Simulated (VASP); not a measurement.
Here is a VASP 6.6.1 calculation.

INCAR

```
SYSTEM = Ni
PREC = Accurate
ENCUT = 520
EDIFF = 1E-7
ISMEAR = 0
SIGMA = 0.15
LREAL = .FALSE.
LASPH = .TRUE.
NELM = 150
ALGO = Normal
ISIF = 2
LWAVE = .FALSE.
LCHARG = .FALSE.
ISPIN = 2
MAGMOM = 1
LORBIT = 11
NUPDOWN = 1.0
LMAXMIX = 4
GGA = PE
NBANDS = 15
```

KPOINTS

```
regular mesh
0
G
  24 24 24
  0 0 0
```

The input POSCAR:

```
Ni
1.0
    0.0000000000      1.7591360705      1.7591360705
    1.7591360705      0.0000000000      1.7591360705
    1.7591360705      1.7591360705      0.0000000000
Ni
1
Direct
    0.0000000000      0.0000000000      0.0000000000
```

Potentials or basis: VASP PAW PBE potentials, release 64 (Ni).

The run is started by

```bash
$ cat potpaw_PBE.64/Ni/POTCAR > POTCAR
$ mpirun -np 1 vasp_std > vasp.out
```

(1) Predict the pressure.

Answers

(1) 3.4 GPa.

Caveat: the cell stands under pressure; the total moment is fixed, so each spin has its own Fermi level.
